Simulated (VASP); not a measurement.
# TiAl3 (I4/mmm) in VASP: notebook, part 2 of 2

VASP 6.6.1. Earlier steps stand in the parts before.

## 3. Single point, PBE

This run uses another cell than the first one: it holds 8 atoms, not 4.

INCAR reads:

```
  PREC = Accurate
  ENCUT = 520
  EDIFF = 1E-6
  ISMEAR = 0
  SIGMA = 0.1
  LREAL = False
  LASPH = True
  NELM = 60
  ALGO = Fast
  ISIF = 2
  LWAVE = False
  LCHARG = False
  GGA = PE
  NBANDS = 31
```

KPOINTS reads:

```
Automatic mesh
0
Gamma
  6 6 5
  0.5 0.5 0
```

POSCAR reads:

```
TiAl3
1.0
    1.9226734293     -1.9226734293      4.3114047964
    1.9226734293     -1.9226734293     -4.3114047964
    3.8453468587      3.8453468587      0.0000000000
Ti Al
2 6
Direct
    0.0000000000      0.0000000000      0.0000000000
    0.5000000000      0.5000000000      0.5000000000
    0.0000000000      0.0000000000      0.5000000000
    0.5000000000      0.5000000000      0.0000000000
    0.0000000000      0.5000000000      0.2500000000
    0.5000000000      0.0000000000      0.7500000000
    0.5000000000      0.0000000000      0.2500000000
    0.0000000000      0.5000000000      0.7500000000
```

Potentials or basis: VASP PAW PBE potentials, release 64 (Ti_sv, Al).

On the command line:

```bash
$ cat potpaw_PBE.64/Ti_sv/POTCAR potpaw_PBE.64/Al/POTCAR > POTCAR
$ mpirun -np 1 vasp_std > vasp.out
```

OUTCAR:

```text
PREC = Accurate
   ENCUT = 520
   EDIFF = 1E-6
   ISMEAR = 0
   LREAL = False
   LASPH = True
   NELM = 60
   ISIF = 2
   GGA = PE

 ion  position               nearest neighbor table
   1  0.000  0.000  0.000-   4 2.72   4 2.72   3 2.72   3 2.72   7 2.89   8 2.89   5 2.89   5 2.89
                             8 2.89   6 2.89   7 2.89   6 2.89
   2  0.500  0.500  0.500-   3 2.72   3 2.72   4 2.72   4 2.72   7 2.89   8 2.89   5 2.89   6 2.89
[... 1058 lines left out ...]
  Total       -0.0424947     -0.0424947     -0.0350883      0.0921080     -0.0000000     -0.0000000
  in kB       -0.5339806     -0.5339806     -0.4409129      1.1574121     -0.0000000     -0.0000000
  external PRESSURE =      -0.5029580 kB  Pullay stress =       0.0000000 kB

 VOLUME and BASIS-vectors are now :
 -----------------------------------------------------------------------------
  energy-cutoff  :      520.00
  volume of cell :      127.50
      direct lattice vectors                 reciprocal lattice vectors
     1.922673429 -1.922673429  4.311404796     0.130027282 -0.130027282  0.115971481
     1.922673429 -1.922673429 -4.311404796     0.130027282 -0.130027282 -0.115971481
     3.845346859  3.845346859  0.000000000     0.130027282  0.130027282  0.000000000

 POSITION                                       TOTAL-FORCE (eV/Angst)
 -----------------------------------------------------------------------------------
      0.00000      0.00000      0.00000        -0.000000     -0.000000      0.000000
      3.84535      0.00000      0.00000        -0.000000     -0.000000      0.000000
      1.92267      1.92267      0.00000        -0.000000     -0.000000      0.000000
      1.92267     -1.92267      0.00000        -0.000000     -0.000000      0.000000
      1.92267      0.00000     -2.15570         0.000000      0.000000     -0.000000
      3.84535      1.92267      2.15570         0.000000      0.000000     -0.000000
      1.92267      0.00000      2.15570        -0.000000     -0.000000      0.000000
      3.84535      1.92267     -2.15570        -0.000000     -0.000000     -0.000000
 -----------------------------------------------------------------------------------
    total drift:                               -0.000000     -0.000000     -0.000000

  FREE ENERGIE OF THE ION-ELECTRON SYSTEM (eV)
  ---------------------------------------------------
  free  energy   TOTEN  =       -41.3306795674 eV

  energy  without entropy=      -41.3139667154  energy(sigma->0) =      -41.32232314
```

OSZICAR:

```text
N       E                     dE             d eps       ncg     rms          rms(c)
DAV:   1     0.337290870197E+03    0.33729E+03   -0.18210E+04  2232   0.130E+03
DAV:   2    -0.916055760300E+01   -0.34645E+03   -0.33673E+03  2253   0.366E+02
DAV:   3    -0.427463336056E+02   -0.33586E+02   -0.32753E+02  3684   0.101E+02
[... 41 lines left out ...]
RMM:  45    -0.413306748403E+02   -0.96753E-06   -0.13367E-05  1996   0.964E-03    0.419E-03
RMM:  46    -0.413306774732E+02   -0.26329E-05   -0.30868E-05  2089   0.971E-03    0.430E-03
RMM:  47    -0.413306783141E+02   -0.84081E-06   -0.11669E-05  1858   0.924E-03    0.403E-03
RMM:  48    -0.413306790616E+02   -0.74756E-06   -0.11290E-05  2136   0.960E-03    0.356E-03
RMM:  49    -0.413306795674E+02   -0.50582E-06   -0.87310E-06  1920   0.922E-03
   1 F= -.41330680E+02 E0= -.41322323E+02  d E =-.167129E-01
```

stdout:

```text
POSCAR found type information on POSCAR TiAl
 POSCAR found :  2 types and       8 ions
 scaLAPACK will be used
 LDA part: xc-table for (Slater+PW92), standard interpolation
 POSCAR, INCAR and KPOINTS ok, starting setup
 FFT: planning ... GRIDC
 FFT: planning ... GRID_SOFT
 FFT: planning ... GRID
 WAVECAR not read
 entering main loop
WARNING in EDDRMM: call to ZHEGV failed, returncode =   6  3     25
WARNING in EDDRMM: call to ZHEGV failed, returncode =   6  3     10
WARNING in EDDRMM: call to ZHEGV failed, returncode =   6  3     28
```

Run time: 15 min. Hardware: 1 thread of Intel Xeon 8259CL, shared host; peak memory 0.31 GiB.

What came out:

```
Free energy            : -41.3307 eV
Pressure               : -0.1 GPa
Band gap on the k mesh : zero (bands 21 and 22 overlap by 1.23 eV)
```

Stress tensor (GPa, compression positive):
```
-0.05  0.12  0.00
 0.12 -0.05  0.00
 0.00  0.00 -0.04
```

## 4. Single point, PBE (14.03 Å³/atom)

This run uses another cell than the first one, of 14.03 Å³/atom.

INCAR reads:

```
SYSTEM = TiAl3
PREC = Accurate
ENCUT = 520
EDIFF = 1E-7
ISMEAR = 0
SIGMA = 0.1
LREAL = .False.
LASPH = .True.
NELM = 80
ALGO = Fast
ISIF = 2
LWAVE = .False.
LCHARG = .False.
GGA = PE
NBANDS = 18
```

KPOINTS reads:

```
regular mesh
0
Gamma
  16 16 16
  0 0 0
```

POSCAR reads:

```
TiAl3
1.0
   -1.8442069217      1.8442069217      4.1237585252
    1.8442069217     -1.8442069217      4.1237585252
    1.8442069217      1.8442069217     -4.1237585252
Ti Al
1 3
Direct
    0.0000000000      0.0000000000      0.0000000000
    0.5000000000      0.5000000000      0.0000000000
    0.7500000000      0.2500000000      0.5000000000
    0.2500000000      0.7500000000      0.5000000000
```

On the command line:

```bash
$ cat potpaw_PBE.64/Ti_sv/POTCAR potpaw_PBE.64/Al/POTCAR > POTCAR
$ mpirun -np 1 vasp_std > vasp.out
```

Wall time 32 min (1 thread of Intel Xeon 8259CL, shared host); peak memory 0.47 GiB.

The run converged. Its results:

- Free energy: -20.2912 eV
- Pressure: 17.4 GPa
- Band gap on the k mesh: zero (an odd number of electrons rules out a gap without spin polarisation)

Stress tensor (GPa, compression positive):
```
17.46  0.00  0.00
 0.00 17.46  0.00
 0.00  0.00 17.38
```

Levels at points of the mesh, in eV from the Fermi level:
| k point | band 7 | band 8 | band 9 | band 10 | band 11 | band 12 | band 13 | band 14 | band 15 | band 16 |
| --- | --- | --- | --- | --- | --- | --- | --- | --- | --- | --- |
| (0.00, 0.00, 0.00) | -2.77 | -1.65 | -1.35 | -1.35 | 0.92 | 1.98 | 1.98 | 2.26 | 3.19 | 4.37 |
| (0.50, 0.00, 0.00) | -3.90 | -2.93 | -1.16 | -0.32 | 0.56 | 2.11 | 2.26 | 3.08 | 3.38 | 5.05 |
| (0.50, 0.50, 0.00) | -4.56 | -4.06 | -2.80 | -2.27 | -1.12 | 2.07 | 2.26 | 2.92 | 3.22 | 3.71 |
| (0.50, 0.50, 0.50) | -2.21 | -0.89 | -0.89 | -0.30 | 0.75 | 0.75 | 1.08 | 3.28 | 5.75 | 6.70 |

Caveat: the cell stands under pressure.

## 5. Single point, PBE (14.50 Å³/atom)

This run uses another cell than the first one, of 14.50 Å³/atom.

INCAR reads:

```
SYSTEM = TiAl3
ALGO = Fast
EDIFF = 1E-6
ENCUT = 520
GGA = PE
ISIF = 2
ISMEAR = 0
LASPH = .True.
LCHARG = .False.
LREAL = .False.
LWAVE = .False.
NBANDS = 18
NELM = 80
PREC = Accurate
SIGMA = 0.1
```

KPOINTS reads:

```
k-points
0
Gamma
  16 16 16
  0 0 0
```

POSCAR reads:

```
TiAl3
1.0
   -1.8649300823      1.8649300823      4.1700967692
    1.8649300823     -1.8649300823      4.1700967692
    1.8649300823      1.8649300823     -4.1700967692
Ti Al
1 3
Direct
    0.0000000000      0.0000000000      0.0000000000
    0.5000000000      0.5000000000      0.0000000000
    0.7500000000      0.2500000000      0.5000000000
    0.2500000000      0.7500000000      0.5000000000
```

On the command line:

```bash
$ cat potpaw_PBE.64/Ti_sv/POTCAR potpaw_PBE.64/Al/POTCAR > POTCAR
$ mpirun -np 1 vasp_std > vasp.out
```

Run time: 33 min. Hardware: 1 thread of Intel Xeon 8259CL, shared host; peak memory 0.51 GiB.

The run converged. Its results:

```yaml
Free_energy: -20.4665 eV
Pressure: 12.0 GPa
Band_gap_on_the_k_mesh: zero (an odd number of electrons rules out a gap without spin polarisation)
```

Levels at points of the mesh, in eV from the Fermi level:
```
           k point  band 7  band 8  band 9  band 10  band 11  band 12  band 13  band 14  band 15  band 16
(0.00, 0.00, 0.00)   -2.73   -1.57   -1.32    -1.32     0.90     1.90     1.90     2.25     2.96     4.19
(0.50, 0.00, 0.00)   -3.81   -2.94   -1.13    -0.30     0.54     2.01     2.20     2.97     3.32     4.88
(0.50, 0.50, 0.00)   -4.51   -3.98   -2.78    -2.25    -1.08     1.97     2.16     2.85     3.10     3.56
(0.50, 0.50, 0.50)   -2.14   -0.91   -0.91    -0.28     0.74     0.74     1.04     3.22     5.44     6.51
```

Caveat: the cell stands under pressure.

## 6. The runs side by side

| level | cell | k mesh | gap on the mesh (eV) | pressure (GPa) |
| --- | --- | --- | --- | --- |
| r2SCAN | a = 5.097 Å, angles 135.7, 135.7, 64.5°, 4 atoms, atomic positions A | 16 × 16 × 16 | none | -2.1 |
| PBE | a = 5.097, b = 5.097, c = 5.438 Å, angles 90.0, 90.0, 115.5°, 8 atoms, atomic positions B | 6 × 6 × 5, shifted | none | -0.1 |
| PBE | a = 4.879 Å, angles 135.6, 135.6, 64.6°, 4 atoms, atomic positions A | 16 × 16 × 16 | none | 17.4 |
| PBE | a = 4.934 Å, angles 135.6, 135.6, 64.6°, 4 atoms, atomic positions A | 16 × 16 × 16 | none | 12.0 |

Alike in all rows: task single point; potentials or basis VASP PAW PBE potentials, release 64 (Ti_sv, Al); no spin polarisation; cutoff (eV) 520; smearing gaussian 0.1 eV.

Caveats: the cell stands under pressure (at least some runs); the PAW data sets were made with another functional, which shifts forces and pressure a little (at least some runs).

Total energies depend on the potentials used, so only differences within one code and one set of settings carry meaning.
